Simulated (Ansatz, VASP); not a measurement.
**MgH2: VASP beside Ansatz**

File INCAR:

```
SYSTEM = MgH2
ALGO = Normal ; EDIFF = 1E-7
EDIFFG = -0.0325 ; ENCUT = 600
GGA = PE ; GGA_COMPAT = .FALSE.
IBRION = 2 ; ISIF = 3
ISMEAR = 0 ; LASPH = .TRUE.
LCHARG = .FALSE. ; LREAL = .FALSE.
LWAVE = .FALSE. ; NELM = 120
NELMIN = 4 ; NSW = 90
PREC = Accurate ; SIGMA = 0.1
```

KPOINTS

```
k-points
0
G
  8 8 8
  0 0 0
```

File POSCAR:

```
MgH2
1.0
    0.0000000000      2.2626263952      2.2626263952
    2.2626263952      0.0000000000      2.2626263952
    2.2626263952      2.2626263952      0.0000000000
Mg H
1 2
Direct
    0.0000000000      0.0000000000      0.0000000000
    0.2500000000      0.2500000000      0.2500000000
    0.7500000000      0.7500000000      0.7500000000
```

Input for Ansatz:

```yaml
crystal:
  lattice:
    - [0.0, 2.2626263952, 2.2626263952]
    - [2.2626263952, 0.0, 2.2626263952]
    - [2.2626263952, 2.2626263952, 0.0]
  atoms:
    - { symbol: Mg, position: [0.0, 0.0, 0.0] }
    - { symbol: H, position: [0.25, 0.25, 0.25] }
    - { symbol: H, position: [0.75, 0.75, 0.75] }
basis:
  ecutwfc: 420
kpoints:
  mp_grid: { grid: [8, 8, 8] }
hamiltonian:
  xc: pbe
scf:
  occupations: { method: gaussian, width: 0.1 }
output:
  forces: true
  stress: true
  eigenvalues: true
relax:
  adjacent_minimum: "off"
  f_tol: 0.0325
  max_steps: 70
  cell: { stress_tol: 0.24 }
```

Alike in both runs: task relaxation of cell and atoms; functional PBE; k mesh 8 × 8 × 8; occupations gaussian, width 0.1 eV; no spin polarisation.

|  | VASP | Ansatz |
| --- | --- | --- |
| version | VASP 6.6.1 | Ansatz 0.2.0 |
| potentials or method | VASP PAW PBE potentials, release 64 (Mg, H), cutoff 600 eV | scalar-relativistic, plane waves, PAW |
| valence electrons in the cell | 4 | 12 |

|  | VASP | Ansatz | Ansatz less VASP |
| --- | --- | --- | --- |
| gap on the k mesh at the Fermi level, each at its own relaxed structure (eV) | none | none | - |
| relaxed volume (Å³/atom) | 8.92 | 8.93 | +0.009 |
| relaxed cell length with the largest relative difference (Å) | 3.357 | 3.358 | +0.0011 |

A gap of «none» marks a metal or a gap that the smearing closes. VASP's potentials hold 4 valence electrons a cell and Ansatz's 12, so a difference there can come from the potentials and not from the codes.

Noted on VASP's run: the volume moved by over 15 % at a fixed basis, so the end points are rough.
